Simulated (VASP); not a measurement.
NaI:

```
Na I
1.0
     0.00000    3.15576    3.22972
     3.15576    0.00000    3.22972
     3.15576    3.15576    0.00000
Na I
1 1
Direct
  0.00000 0.00000 0.00000
  0.50000 0.50000 0.50000
```

This cell differs from its parent crystal: biaxial xy strain -2.3%.

Base run:

- Program: VASP 6.6.1
- Functional: PBE
- Potentials or basis: VASP PAW PBE potentials, release 64 (Na_pv, I)
- Cutoff: 520 eV
- k mesh: 8 × 8 × 8
- Occupations: fermi-dirac, width 0.02 eV
- Spin: no spin polarisation

Its results: band gap on the k mesh 3.77 eV, direct; pressure 1.5 GPa.

Q: The run is repeated on the same cell with these changes: functional from PBE to r2SCAN; occupations from fermi-dirac, width 0.02 eV to gaussian, width 0.01 eV. What comes out?

A: Band gap on the k mesh 4.59 eV, direct; pressure 0.8 GPa.

Caveats: spin-orbit coupling is left out, which moves the levels of the heavy elements; the PAW data sets were made with another functional, which shifts forces and pressure a little (some runs).

